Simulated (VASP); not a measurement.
# Be (P6_3/mmc) in VASP: further runs

Be is run at these levels: PBE; tasks: relaxation of cell and atoms, single point.

All numbers are computed with VASP 6.6.1; they aren't measurements. Logs are shortened: lines on timing, memory, paths and dates and some standing lists are left out, and cuts for length are marked.

## 1. The cell of the first run

It takes space group P6_3/mmc (No. 194, hexagonal). The conventional cell has a = 2.300 Å, b = 2.300 Å, c = 3.601 Å, α = 90.00°, β = 90.00°, γ = 120.00°. Be (site symmetry -6m2) has 12 Be at 2.24 to 2.30 Å within 3.0 Å.

## 2. Relaxation of cell and atoms, PBE

Contents of INCAR:

```
PREC = Accurate
ENCUT = 600
EDIFF = 1E-6
ISMEAR = 0
SIGMA = 0.1
LREAL = F
LASPH = T
NELM = 100
ALGO = Normal
ISIF = 3
LWAVE = F
LCHARG = F
GGA = PE
IBRION = 2
NSW = 100
EDIFFG = -0.005
```

Contents of KPOINTS:

```
Automatic mesh
0
Gamma
  21 21 12
```

Contents of POSCAR:

```
Be
1.0
    2.2995019849      0.0000000000      0.0000000000
   -1.1497509925      1.9914271350      0.0000000000
    0.0000000000      0.0000000000      3.6009000000
Be
2
Direct
    0.3333333333      0.6666666667      0.2500000000
    0.6666666667      0.3333333333      0.7500000000
```

Potentials or basis: VASP PAW PBE potentials, release 64 (Be).

On the command line:

```bash
cat potpaw_PBE.64/Be/POTCAR > POTCAR
mpirun -np 1 vasp_std > vasp.out
```

OUTCAR:

```text
PREC = Accurate
   ENCUT = 600
   EDIFF = 1E-6
   ISMEAR = 0
   LREAL = F
   LASPH = T
   NELM = 100
   ISIF = 3
   GGA = PE
   IBRION = 2
   NSW = 100
   EDIFFG = -0.005

 ion  position               nearest neighbor table
   1  0.333  0.667  0.250-   2 2.24   2 2.24   2 2.24   2 2.24   2 2.24   2 2.24
   2  0.667  0.333  0.750-   1 2.24   1 2.24   1 2.24   1 2.24   1 2.24   1 2.24

  LATTYP: Found a hexagonal cell.
 ALAT       =     2.2995019849
 C/A-ratio  =     1.5659477677

  Lattice vectors:

 A1 = (   2.2995019849,   0.0000000000,   0.0000000000)
 A2 = (  -1.1497509925,   1.9914271350,   0.0000000000)
 A3 = (   0.0000000000,   0.0000000000,   3.6009000000)

Analysis of symmetry for initial positions (statically):
=====================================================================
 Subroutine PRICEL returns:
 Original cell was already a primitive cell.

 Routine SETGRP: Setting up the symmetry group for a
 hexagonal supercell.

 Subroutine GETGRP returns: Found 24 space group operations
 (whereof 12 operations were pure point group operations)
 out of a pool of 24 trial point group operations.

The static configuration has the point symmetry D_3d.
 The point group associated with its full space group is D_6h.

Analysis of symmetry for dynamics (positions and initial velocities):
=====================================================================
 Subroutine PRICEL returns:
 Original cell was already a primitive cell.

 Routine SETGRP: Setting up the symmetry group for a
 hexagonal supercell.

 Subroutine GETGRP returns: Found 24 space group operations
 (whereof 12 operations were pure point group operations)
 out of a pool of 24 trial point group operations.

The dynamic configuration has the point symmetry D_3d.
 The point group associated with its full space group is D_6h.

 Subroutine INISYM returns: Found 24 space group operations
 (whereof 12 operations are pure point group operations),
 and found     1 'primitive' translations

----------------------------------------------------------------------------------------

                                     Primitive cell

  volume of cell :      16.4896

  direct lattice vectors                    reciprocal lattice vectors
     2.299501985  0.000000000  0.000000000     0.434876772  0.251076221  0.000000000
    -1.149750993  1.991427135  0.000000000     0.000000000  0.502152443  0.000000000
     0.000000000  0.000000000  3.600900000     0.000000000  0.000000000  0.277708351

  length of vectors
     2.299501985  2.299501985  3.600900000     0.502152443  0.502152443  0.277708351

  position of ions in fractional coordinates (direct lattice)
     0.333333333  0.666666667  0.250000000
     0.666666667  0.333333333  0.750000000

  ion indices of the primitive-cell ions
   primitive index   ion index
                 1           1
                 2           2

----------------------------------------------------------------------------------------

 KPOINTS: Automatic mesh

Automatic generation of k-mesh.
 Grid dimensions read from file:
 generate k-points for:   21   21   12

 Generating k-lattice:

  Cartesian coordinates                     Fractional coordinates (reciprocal lattice)
     0.020708418  0.011956011  0.000000000     0.047619048  0.000000000  0.000000000
     0.000000000  0.023912021  0.000000000     0.000000000  0.047619048  0.000000000
     0.000000000  0.000000000  0.023142363     0.000000000  0.000000000  0.083333333

  Length of vectors
     0.023912021  0.023912021  0.023142363

  Shift w.r.t. Gamma in fractional coordinates (k-lattice)
     0.000000000  0.000000000  0.000000000

 Subroutine IBZKPT returns following result:
 ===========================================

 Found    336 irreducible k-points:

 Following reciprocal coordinates:
            Coordinates               Weight
  0.000000  0.000000  0.000000      1.000000
  0.047619  0.000000  0.000000      6.000000
  0.095238  0.000000  0.000000      6.000000
  0.142857  0.000000  0.000000      6.000000
  0.190476  0.000000  0.000000      6.000000
  0.238095 -0.000000  0.000000      6.000000
[... 16 lines left out ...]
  0.142857  0.095238  0.000000     12.000000
  0.190476  0.095238  0.000000     12.000000
 [... further k-points ...]
   k-points           NKPTS =    336   k-points in BZ     NKDIM =    336   number of bands    NBANDS=      6
   number of dos      NEDOS =    301   number of ions     NIONS =      2
   total plane-waves  NPLWV =   9720
   dimension x,y,z NGX =    18 NGY =   18 NGZ =   30
   dimension x,y,z NGXF=    36 NGYF=   36 NGZF=   60
   ions per type =               2
   NGX,Y,Z   is equivalent  to a cutoff of  13.01, 13.01, 13.85 a.u.
   NGXF,Y,Z  is equivalent  to a cutoff of  26.03, 26.03, 27.70 a.u.
 SYSTEM =  unknown system
   PREC   = accura    normal or accurate (medium, high low for compatibility)
   ISTART =      0    job   : 0-new  1-cont  2-samecut
   ICHARG =      2    charge: 1-file 2-atom 10-const
   ISPIN  =      1    spin polarized calculation?
   LNONCOLLINEAR =      F non collinear calculations
   LSORBIT =      F    spin-orbit coupling
   LASPH  =      T    aspherical Exc in radial PAW
   ENCUT  =  600.0 eV  44.10 Ry    6.64 a.u.   4.59  4.59  7.19*2*pi/ulx,y,z
   NELM   =    100;   NELMIN=  2; NELMDL= -5     # of ELM steps
   EDIFF  = 0.1E-05   stopping-criterion for ELM
   LREAL  =      F    real-space projection
   EDIFFG = -.5E-02   stopping-criterion for IOM
   NSW    =    100    number of steps for IOM
   IBRION =      2    ionic relax: 0-MD 1-quasi-New 2-CG
   NFREE  =      1    steps in history (QN), initial steepest desc. (CG)
   ISIF   =      3    stress and relaxation
   ISYM   =      2    0-nonsym 1-usesym 2-fastsym
   POTIM  = 0.5000    time-step for ionic-motion
   TEBEG  =    0.0;   TEEND  =   0.0 temperature during run
   PSTRESS=    0.0 pullay stress
   NELECT =       4.0000    total number of electrons
   NUPDOWN=      -1.0000    fix difference up-down
   EMIN   =  10.00;   EMAX   =-10.00  energy-range for DOS
   EFERMI =   0.00;   METHOD = LEGACY
   ISMEAR =     0;   SIGMA  =   0.10  broadening in eV -4-tet -1-fermi 0-gaus
   EFERMI_NEDOS =   21; number of points for ismear=-14 and -15
   IALGO  =     38    algorithm
   IMIX   =      4    mixing-type and parameters
     AMIX     =   0.40;   BMIX     =  1.00
     AMIX_MAG =   1.60;   BMIX_MAG =  1.00
  volume/ion in A,a.u.               =       8.24        55.64
  Fermi-wavevector in a.u.,A,eV,Ry     =   1.020998  1.929407 14.183227  1.042438
  Thomas-Fermi vector in A             =   2.154599
   LORBIT       =      0    0 simple, 1 ext, 2 COOP (PROOUT), +10 PAW based schemes
   GGA     = PE    functional components
   LHFCALC =     F    Hartree Fock is set to
   AEXX    =    0.0000 exact exchange contribution
   IVDW    =     0    specifies the selected vdW correction
   LEPSILON=     F    determine dielectric tensor
   LRPA    =     F    only Hartree local field effects (RPA)
 conjugate gradient relaxation of ions
 non-spin polarized calculation
 Gauss-broadening in eV      SIGMA  =   0.10
  energy-cutoff  :      600.00
  volume of cell :       16.49
 maximum number of plane-waves:       565
   NGX =  9   NGY =  9   NGZ = 15

--------------------------------------- Ionic step        1  -------------------------------------------

 number of electron       4.0000000 magnetization

 Free energy of the ion-electron system (eV)
  ---------------------------------------------------
  ext. energy  EPLUGINS =         0.00000000
  ---------------------------------------------------
  free energy    TOTEN  =        -7.52052071 eV

  energy without entropy =       -7.51886370  energy(sigma->0) =       -7.51969221

------------------------ aborting loop because EDIFF is reached ----------------------------------------

  FORCE on cell =-STRESS in cart. coord.  units (eV):
  Direction    XX          YY          ZZ          XY          YZ          ZX
  --------------------------------------------------------------------------------------
  -------------------------------------------------------------------------------------
  Total       -0.5215234     -0.5215234     -0.3768111      0.0000000      0.0000000      0.0000000
  in kB      -50.6728236    -50.6728236    -36.6121318      0.0000000      0.0000000      0.0000000
  external PRESSURE =     -45.9859263 kB  Pullay stress =       0.0000000 kB
[... 165 lines left out ...]
  energy  without entropy=       -7.5290486941  energy(sigma->0) =       -7.52981913

--------------------------------------- Ionic step        6  -------------------------------------------

 number of electron       4.0000000 magnetization

 Free energy of the ion-electron system (eV)
  ---------------------------------------------------
  ext. energy  EPLUGINS =         0.00000000
  ---------------------------------------------------
  free energy    TOTEN  =        -7.53058959 eV

  energy without entropy =       -7.52905212  energy(sigma->0) =       -7.52982085

 E-fermi :   7.0626     XC(G=0): -10.6035

 val. band max:        7.0239681449   @ k =   0.2857   0.2381   0.0833
 cond. band min:       7.0649472656   @ k =   0.3333   0.2857   0.3333
 fundamental gap:      0.0409791207
 Fermi energy:         7.0625881649

 k-point     1 :       0.0000    0.0000    0.0000
  band No.  band energies     occupation
      1      -4.3280      2.00000
      2       2.5698      2.00000
      3       8.1084      0.00000
      4      23.0334      0.00000
      5      23.0334      0.00000
      6      25.8722      0.00000

 k-point     2 :       0.0476    0.0000    0.0000
  band No.  band energies     occupation
      1      -4.2628      2.00000
      2       2.6553      2.00000
      3       8.1281      0.00000
      4      22.4798      0.00000
      5      22.6071      0.00000
      6      25.8790      0.00000
[... 190 lines left out ...]
 k-point    24 :       0.1905    0.0952    0.0000
  band No.  band energies     occupation
      1      -2.4969      2.00000
      2       4.9503      2.00000
      3       8.4249      0.00000
      4      15.2397      0.00000
      5      17.5223      0.00000
      6      23.2985      0.00000

 [... further k-points ...]

------------------------ aborting loop because EDIFF is reached ----------------------------------------

  FORCE on cell =-STRESS in cart. coord.  units (eV):
  Direction    XX          YY          ZZ          XY          YZ          ZX
  --------------------------------------------------------------------------------------
  -------------------------------------------------------------------------------------
  Total        0.0090694      0.0090694      0.0068510     -0.0000000     -0.0000000      0.0000000
  in kB        0.9183815      0.9183815      0.6937403     -0.0000000     -0.0000000      0.0000000
  external PRESSURE =       0.8435011 kB  Pullay stress =       0.0000000 kB
[... 17 lines left out ...]
  FREE ENERGIE OF THE ION-ELECTRON SYSTEM (eV)
  ---------------------------------------------------
  free  energy   TOTEN  =        -7.5305895854 eV

  energy  without entropy=       -7.5290521168  energy(sigma->0) =       -7.52982085

 reached required accuracy - stopping structural energy minimisation
```

Wall time 24 s (1 thread of Intel Xeon 6975P-C (Granite Rapids), shared host); peak memory 0.15 GiB.

Results:

```
Free energy                            : -7.5306 eV
Relaxed volume                         : 7.91 Å³/atom
Relaxed cell                           : a = 2.263 Å, b = 2.263 Å, c = 3.568 Å, α = 90.00°, β = 90.00°, γ = 120.00°
Space group after relaxing (to 0.05 Å) : P6_3/mmc (No. 194)
Energy gained by relaxing              : 5.0 meV/atom
Ionic steps                            : 6
Pressure after relaxing                : 0.1 GPa
Band gap on the k mesh                 : zero (band 2 reaches 8.01 eV, above the bottom of band 3 at 5.93 eV)
```

Step by step:
```tsv
step	energy change (eV)	largest force (eV/Å)	pressure (GPa)	volume (Å³)
1	0.0000	0.0000	-4.60	16.49
2	-0.0097	0.0000	-0.72	15.93
3	-0.0100	0.0000	0.04	15.83
4	-0.0100	0.0000	0.14	15.82
5	-0.0101	0.0000	0.09	15.82
6	-0.0101	0.0000	0.08	15.82
```

Final structure:
```xyz
2
Lattice="2.2629 0.0000 0.0000 -1.1315 1.9598 0.0000 0.0000 0.0000 3.5677" Properties=species:S:1:pos:R:3 pbc="T T T"
Be    0.0000    1.3065    0.8919
Be    1.1315    0.6533    2.6758
```

Levels at points of the mesh, in eV from the Fermi level:
```tsv
k point	band 1	band 2	band 3	band 4	band 5	band 6
(0.00, 0.00, 0.00)	-11.39	-4.49	1.05	15.97	15.97	18.81
(0.00, 0.00, 0.50)	-9.23	-9.23	10.63	10.63	17.61	17.61
```

## 3. Single point, PBE

This run uses another cell than the first one, of 7.91 Å³/atom, 0.959 times its volume.

Contents of INCAR:

```
SYSTEM = Be
ALGO     = Fast           ! electronic algorithm
EDIFF    = 1E-6           ! SCF threshold, eV
ENCUT    = 520            ! plane-wave cutoff, eV
GGA      = PE             ! functional
ISIF     = 2              ! what is computed and relaxed
ISMEAR   = 0              ! smearing method
LASPH    = .True.         ! aspherical terms in the spheres
LCHARG   = .False.        ! write CHGCAR
LREAL    = .False.        ! projectors in reciprocal space
LWAVE    = .False.        ! write WAVECAR
NBANDS   = 9              ! bands
NELM     = 80             ! most SCF steps
PREC     = Accurate       ! precision mode
SIGMA    = 0.1            ! smearing width, eV
```

Contents of KPOINTS:

```
k-points
0
Gamma
  21 21 12
  0 0 0
```

Contents of POSCAR:

```
Be
1.0
    2.2627190706      0.0000000000      0.0000000000
   -1.1313595353      1.9595721967      0.0000000000
    0.0000000000      0.0000000000      3.5668095410
Be
2
Direct
    0.3333333333      0.6666666667      0.2500000000
    0.6666666667      0.3333333333      0.7500000000
```

Potentials or basis: VASP PAW PBE potentials, release 64 (Be).

On the command line:

```bash
cat potpaw_PBE.64/Be/POTCAR > POTCAR
mpirun -np 1 vasp_std > vasp.out
```

Wall time 83 s (1 thread of AMD EPYC 7R13, shared host); peak memory 0.12 GiB.

It converged, with:

| Quantity | Value |
| --- | --- |
| Free energy | -7.5305 eV |
| Pressure | 0.1 GPa |
| Band gap on the k mesh | zero (band 2 reaches 8.02 eV, above the bottom of band 3 at 5.93 eV) |

Levels at points of the mesh, in eV from the Fermi level:
```csv
k point,band 1,band 2,band 3,band 4,band 5,band 6,band 7
"(0.00, 0.00, 0.00)",-11.39,-4.49,1.05,15.97,15.97,18.82,18.82
"(0.00, 0.00, 0.50)",-9.23,-9.23,10.64,10.64,17.62,17.62,17.62
```
